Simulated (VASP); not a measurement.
# Au (I4/mmm) in VASP: notebook

Runs on Au. Level: PBEsol. Tasks: single point.

Program: VASP 6.6.1. These are calculated values, not measurements. Logs are shortened: lines on timing, memory, paths and dates and some standing lists are left out, and cuts for length are marked.

### 1 The cell of the first run

The structure is tetragonal, space group I4/mmm (No. 139). The conventional cell has a = 2.849 Å, b = 2.849 Å, c = 4.091 Å, α = 90.00°, β = 90.00°, γ = 90.00°. Within 3.8 Å of Au (site symmetry 4/mmm) lie 12 Au at 2.85 to 2.87 Å.

### 2 Single point, PBEsol (strain -0.015 along x and y, +0.000 along z)

INCAR

```
PREC = Accurate
ENCUT = 520
EDIFF = 1E-6
ISMEAR = 0
SIGMA = 0.15
LREAL = F
LASPH = T
NELM = 60
ALGO = Normal
ISIF = 2
LWAVE = F
LCHARG = F
GGA = PS
NBANDS = 12
```

KPOINTS

```
regular mesh
0
Gamma
  20 20 20
```

POSCAR

```
Au
1.0
    0.0000000000      2.0148175000      2.0455000000
    2.0148175000      0.0000000000      2.0455000000
    2.0148175000      2.0148175000      0.0000000000
Au
1
Direct
    0.0000000000      0.0000000000      0.0000000000
```

Potentials or basis: VASP PAW PBE potentials, release 64 (Au).

Run with:

```bash
> cat potpaw_PBE.64/Au/POTCAR > POTCAR
> mpirun -np 1 vasp_std > vasp.out
```

OUTCAR:

```text
PREC = Accurate
   ENCUT = 520
   EDIFF = 1E-6
   ISMEAR = 0
   LREAL = F
   LASPH = T
   NELM = 60
   ISIF = 2
   GGA = PS

 ion  position               nearest neighbor table
   1  0.000  0.000  0.000-

  LATTYP: Found a body centered tetragonal cell.
 ALAT       =     2.8493822342
 C/A-ratio  =     1.4357498095

  Lattice vectors:

 A1 = (  -2.0148175000,   0.0000000000,   2.0455000000)
 A2 = (   2.0148175000,   0.0000000000,   2.0455000000)
 A3 = (   0.0000000000,   2.0148175000,  -2.0455000000)

Analysis of symmetry for initial positions (statically):
=====================================================================
 Subroutine PRICEL returns:
 Original cell was already a primitive cell.

 Routine SETGRP: Setting up the symmetry group for a
 body centered tetragonal supercell.

 Subroutine GETGRP returns: Found 16 space group operations
 (whereof 16 operations were pure point group operations)
 out of a pool of 16 trial point group operations.

The static configuration has the point symmetry D_4h.

Analysis of symmetry for dynamics (positions and initial velocities):
=====================================================================
 Subroutine PRICEL returns:
 Original cell was already a primitive cell.

 Routine SETGRP: Setting up the symmetry group for a
 body centered tetragonal supercell.

 Subroutine GETGRP returns: Found 16 space group operations
 (whereof 16 operations were pure point group operations)
 out of a pool of 16 trial point group operations.

The dynamic configuration has the point symmetry D_4h.

 Subroutine INISYM returns: Found 16 space group operations
 (whereof 16 operations are pure point group operations),
 and found     1 'primitive' translations

----------------------------------------------------------------------------------------

                                     Primitive cell

  volume of cell :      16.6074

  direct lattice vectors                    reciprocal lattice vectors
     0.000000000  2.014817500  2.045500000    -0.248161434  0.248161434  0.244439012
     2.014817500  0.000000000  2.045500000     0.248161434 -0.248161434  0.244439012
     2.014817500  2.014817500  0.000000000     0.248161434  0.248161434 -0.244439012

  length of vectors
     2.871160011  2.871160011  2.849382234     0.427689871  0.427689871  0.427689871

  position of ions in fractional coordinates (direct lattice)
     0.000000000  0.000000000  0.000000000

  ion indices of the primitive-cell ions
   primitive index   ion index
                 1           1

----------------------------------------------------------------------------------------

 KPOINTS: regular mesh

Automatic generation of k-mesh.
 Grid dimensions read from file:
 generate k-points for:   20   20   20

 Generating k-lattice:

  Cartesian coordinates                     Fractional coordinates (reciprocal lattice)
    -0.012408072  0.012408072  0.012221951     0.050000000 -0.000000000  0.000000000
     0.012408072 -0.012408072  0.012221951    -0.000000000  0.050000000  0.000000000
     0.012408072  0.012408072 -0.012221951     0.000000000  0.000000000  0.050000000

  Length of vectors
     0.021384494  0.021384494  0.021384494

  Shift w.r.t. Gamma in fractional coordinates (k-lattice)
     0.000000000  0.000000000  0.000000000

 Subroutine IBZKPT returns following result:
 ===========================================

 Found    641 irreducible k-points:

 Following reciprocal coordinates:
            Coordinates               Weight
  0.000000  0.000000  0.000000      1.000000
  0.050000 -0.000000  0.000000      8.000000
  0.100000  0.000000  0.000000      8.000000
  0.150000  0.000000  0.000000      8.000000
  0.200000  0.000000  0.000000      8.000000
  0.250000  0.000000  0.000000      8.000000
[... 16 lines left out ...]
 -0.400000  0.050000  0.000000      8.000000
 -0.350000  0.050000  0.000000      8.000000
 [... further k-points ...]
   k-points           NKPTS =    641   k-points in BZ     NKDIM =    641   number of bands    NBANDS=     12
   number of dos      NEDOS =    301   number of ions     NIONS =      1
   total plane-waves  NPLWV =  13824
   dimension x,y,z NGX =    24 NGY =   24 NGZ =   24
   dimension x,y,z NGXF=    48 NGYF=   48 NGZF=   48
   ions per type =               1
   NGX,Y,Z   is equivalent  to a cutoff of  13.90, 13.90, 14.00 a.u.
   NGXF,Y,Z  is equivalent  to a cutoff of  27.79, 27.79, 28.01 a.u.
 SYSTEM =  unknown system
   PREC   = accura    normal or accurate (medium, high low for compatibility)
   ISTART =      0    job   : 0-new  1-cont  2-samecut
   ICHARG =      2    charge: 1-file 2-atom 10-const
   ISPIN  =      1    spin polarized calculation?
   LNONCOLLINEAR =      F non collinear calculations
   LSORBIT =      F    spin-orbit coupling
   LASPH  =      T    aspherical Exc in radial PAW
   ENCUT  =  520.0 eV  38.22 Ry    6.18 a.u.   5.34  5.34  5.30*2*pi/ulx,y,z
   NELM   =     60;   NELMIN=  2; NELMDL= -5     # of ELM steps
   EDIFF  = 0.1E-05   stopping-criterion for ELM
   LREAL  =      F    real-space projection
   EDIFFG = 0.1E-04   stopping-criterion for IOM
   NSW    =      0    number of steps for IOM
   IBRION =     -1    ionic relax: 0-MD 1-quasi-New 2-CG
   NFREE  =      0    steps in history (QN), initial steepest desc. (CG)
   ISIF   =      2    stress and relaxation
   ISYM   =      2    0-nonsym 1-usesym 2-fastsym
   POTIM  = 0.5000    time-step for ionic-motion
   TEBEG  =    0.0;   TEEND  =   0.0 temperature during run
   PSTRESS=    0.0 pullay stress
   NELECT =      11.0000    total number of electrons
   NUPDOWN=      -1.0000    fix difference up-down
   EMIN   =  10.00;   EMAX   =-10.00  energy-range for DOS
   EFERMI =   0.00;   METHOD = LEGACY
   ISMEAR =     0;   SIGMA  =   0.15  broadening in eV -4-tet -1-fermi 0-gaus
   EFERMI_NEDOS =   21; number of points for ismear=-14 and -15
   IALGO  =     38    algorithm
   IMIX   =      4    mixing-type and parameters
     AMIX     =   0.40;   BMIX     =  1.00
     AMIX_MAG =   1.60;   BMIX_MAG =  1.00
  volume/ion in A,a.u.               =      16.61       112.07
  Fermi-wavevector in a.u.,A,eV,Ry     =   1.427049  2.696731 27.707824  2.036468
  Thomas-Fermi vector in A             =   2.547260
   LORBIT       =      0    0 simple, 1 ext, 2 COOP (PROOUT), +10 PAW based schemes
   GGA     = PS    functional components
   LHFCALC =     F    Hartree Fock is set to
   AEXX    =    0.0000 exact exchange contribution
   IVDW    =     0    specifies the selected vdW correction
   LEPSILON=     F    determine dielectric tensor
   LRPA    =     F    only Hartree local field effects (RPA)
 non-spin polarized calculation
 Gauss-broadening in eV      SIGMA  =   0.15
  energy-cutoff  :      520.00
  volume of cell :       16.61
 maximum number of plane-waves:       461
 NGX is ok and might be reduce to    24
   NGX = 11   NGY = 11   NGZ = 11

 number of electron      10.9999999 magnetization

 Free energy of the ion-electron system (eV)
  ---------------------------------------------------
  ext. energy  EPLUGINS =         0.00000000
  ---------------------------------------------------
  free energy    TOTEN  =        -3.92026158 eV

  energy without entropy =       -3.91704916  energy(sigma->0) =       -3.91865537

 E-fermi :   9.6996     XC(G=0): -13.0380

 val. band max:        9.6966683915   @ k =   0.5000   0.1000   0.0000
 cond. band min:       9.7003743617   @ k =  -0.2000   0.3000   0.1500
 fundamental gap:      0.0037059702
 Fermi energy:         9.6995736099

 k-point     1 :       0.0000    0.0000    0.0000
  band No.  band energies     occupation
      1      -0.4830      2.00000
      2       4.8007      2.00000
      3       4.9429      2.00000
      4       4.9429      2.00000
      5       6.4163      2.00000
      6       6.5727      2.00000
      7      24.1814      0.00000
      8      28.1378      0.00000
      9      28.4139      0.00000
     10      28.4139      0.00000
     11      33.2759      0.00000
     12      38.1236      0.00000

 k-point     2 :       0.0500   -0.0000    0.0000
  band No.  band energies     occupation
      1      -0.3934      2.00000
      2       4.8067      2.00000
      3       4.9377      2.00000
      4       4.9747      2.00000
      5       6.4028      2.00000
      6       6.5558      2.00000
      7      24.2935      0.00000
      8      27.7101      0.00000
      9      28.3587      0.00000
     10      28.5256      0.00000
     11      33.8200      0.00000
     12      36.9390      0.00000

 k-point     3 :       0.1000    0.0000    0.0000
  band No.  band energies     occupation
      1      -0.1301      2.00000
      2       4.7650      2.00000
      3       4.9827      2.00000
      4       5.0609      2.00000
      5       6.3745      2.00000
      6       6.5161      2.00000
      7      24.5796      0.00000
      8      26.4353      0.00000
      9      28.6625      0.00000
     10      28.8464      0.00000
     11      34.0314      0.00000
     12      36.2129      0.00000

 k-point     4 :       0.1500    0.0000    0.0000
  band No.  band energies     occupation
      1       0.2869      2.00000
      2       4.6783      2.00000
      3       5.0754      2.00000
      4       5.1706      2.00000
      5       6.3691      2.00000
      6       6.4882      2.00000
      7      24.4955      0.00000
      8      25.3255      0.00000
      9      29.1437      0.00000
     10      29.3252      0.00000
     11      32.7200      0.00000
     12      35.0009      0.00000

 k-point     5 :       0.2000    0.0000    0.0000
  band No.  band energies     occupation
      1       0.8133      2.00000
      2       4.6308      2.00000
      3       5.1377      2.00000
      4       5.2495      2.00000
      5       6.4453      2.00000
      6       6.5295      2.00000
      7      22.9066      0.00000
      8      25.4207      0.00000
      9      29.6657      0.00000
     10      29.8323      0.00000
     11      31.7338      0.00000
     12      33.6379      0.00000
[... 228 lines left out ...]
      1       2.2074      2.00000
      2       4.7460      2.00000
      3       4.9784      2.00000
      4       7.2586      2.00000
      5       7.7271      2.00000
      6       9.0565      2.00000
      7      12.9998      0.00000
      8      23.6881      0.00000
      9      26.5791      0.00000
     10      26.9857      0.00000
     11      34.9477      0.00000
     12      35.0986      0.00000

 k-point    22 :      -0.4500    0.0500    0.0000
  band No.  band energies     occupation
      1       2.2085      2.00000
      2       4.7613      2.00000
      3       4.9771      2.00000
      4       7.2369      2.00000
      5       7.6419      2.00000
      6       8.9294      2.00000
      7      13.2407      0.00000
      8      23.7080      0.00000
      9      26.4221      0.00000
     10      27.2855      0.00000
     11      34.7258      0.00000
     12      35.1698      0.00000

 k-point    23 :      -0.4000    0.0500    0.0000
  band No.  band energies     occupation
      1       2.2032      2.00000
      2       4.8164      2.00000
      3       5.0173      2.00000
      4       6.7911      2.00000
      5       7.4408      2.00000
      6       8.2607      2.00000
      7      14.6243      0.00000
      8      23.8999      0.00000
      9      26.6049      0.00000
     10      27.9291      0.00000
     11      34.1100      0.00000
     12      34.9091      0.00000

 k-point    24 :      -0.3500    0.0500    0.0000
  band No.  band energies     occupation
      1       2.1531      2.00000
      2       4.9001      2.00000
      3       5.0933      2.00000
      4       5.9894      2.00000
      5       7.1580      2.00000
      6       7.7471      2.00000
      7      16.4309      0.00000
      8      24.2473      0.00000
      9      27.0766      0.00000
     10      28.8827      0.00000
     11      33.1285      0.00000
     12      34.3223      0.00000

 [... further k-points ...]

------------------------ aborting loop because EDIFF is reached ----------------------------------------

  FORCE on cell =-STRESS in cart. coord.  units (eV):
  Direction    XX          YY          ZZ          XY          YZ          ZX
  --------------------------------------------------------------------------------------
  -------------------------------------------------------------------------------------
  Total        0.4639324      0.4639324      0.4074869      0.0000000      0.0000000     -0.0000000
  in kB       44.7573558     44.7573558     39.3118367      0.0000000      0.0000000     -0.0000000
  external PRESSURE =      42.9421828 kB  Pullay stress =       0.0000000 kB

 VOLUME and BASIS-vectors are now :
 -----------------------------------------------------------------------------
  energy-cutoff  :      520.00
  volume of cell :       16.61
      direct lattice vectors                 reciprocal lattice vectors
     0.000000000  2.014817500  2.045500000    -0.248161434  0.248161434  0.244439012
     2.014817500  0.000000000  2.045500000     0.248161434 -0.248161434  0.244439012
     2.014817500  2.014817500  0.000000000     0.248161434  0.248161434 -0.244439012

 POSITION                                       TOTAL-FORCE (eV/Angst)
 -----------------------------------------------------------------------------------
      0.00000      0.00000      0.00000         0.000000     -0.000000      0.000000
 -----------------------------------------------------------------------------------
    total drift:                               -0.000000     -0.000000     -0.000000

  FREE ENERGIE OF THE ION-ELECTRON SYSTEM (eV)
  ---------------------------------------------------
  free  energy   TOTEN  =        -3.9202615751 eV

  energy  without entropy=       -3.9170491583  energy(sigma->0) =       -3.91865537
```

Wall time 74 s (1 thread of AMD EPYC 9R45 (Zen 5), shared host); peak memory 0.21 GiB.

What came out:

| Property | Result |
| --- | --- |
| Free energy | -3.9203 eV |
| Pressure | 4.3 GPa |
| Band gap on the k mesh | zero (an odd number of electrons rules out a gap without spin polarisation) |

Caveat: the cell differs from its parent crystal (strain -0.015 along x and y, +0.000 along z); the cell stands under pressure; the PAW data sets were made with another functional, which shifts forces and pressure a little; spin-orbit coupling is left out, which moves the levels of the heavy elements.

[end of part 1 of 3]
